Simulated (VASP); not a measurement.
The system is Hf.

```
Hf
1.0
     3.19670    0.00000    0.00000
    -1.59835    2.76842    0.00000
     0.00000    0.00000    5.05780
Hf
2
Direct
  0.33333 0.66667 0.25000
  0.66667 0.33333 0.75000
```

| Quantity | Value |
| --- | --- |
| Program | VASP 6.6.1 |
| Task | relaxation of cell and atoms |
| Functional | RPBE |
| Potentials or basis | VASP PAW PBE potentials, release 64 (Hf_pv) |
| Cutoff | 500 eV |
| k mesh | 13 × 13 × 7 |
| Occupations | fermi-dirac, width 0.15 eV |
| Spin | no spin polarisation |

At the start: pressure 3.3 GPa; volume 22.38 Å³/atom.

**Question.** Where does the relaxation end?

**Answer.** Over 7 steps the energy falls by 7.0 meV/atom and the volume is 23.08 Å³/atom (+3.1 %); space group P6_3/mmc (No. 194, to 0.1 Å) before and after.

The path:
```csv
step,energy change (eV),largest force (eV/Å),pressure (GPa),volume (Å³)
1,0.0000,0.0000,3.31,44.76
2,0.0043,0.0000,-3.43,47.82
3,-0.0140,0.0000,-0.02,46.16
4,-0.0140,0.0000,0.04,46.13
5,-0.0140,0.0000,0.04,46.13
6,-0.0140,0.0000,0.04,46.13
7,-0.0140,0.0000,-0.01,46.16
```

Final structure:
```cif
data_structure
_symmetry_space_group_name_H-M 'P 1'
_symmetry_Int_Tables_number 1
_cell_length_a 3.2279
_cell_length_b 3.2279
_cell_length_c 5.1150
_cell_angle_alpha 90.000
_cell_angle_beta 90.000
_cell_angle_gamma 120.000
_cell_volume 46.16
loop_
_atom_site_label
_atom_site_type_symbol
_atom_site_fract_x
_atom_site_fract_y
_atom_site_fract_z
_atom_site_occupancy
Hf1 Hf 0.33333 0.66667 0.25000 1
Hf2 Hf 0.66667 0.33333 0.75000 1
```

Caveat: the PAW data sets were made with another functional, which shifts forces and pressure a little.
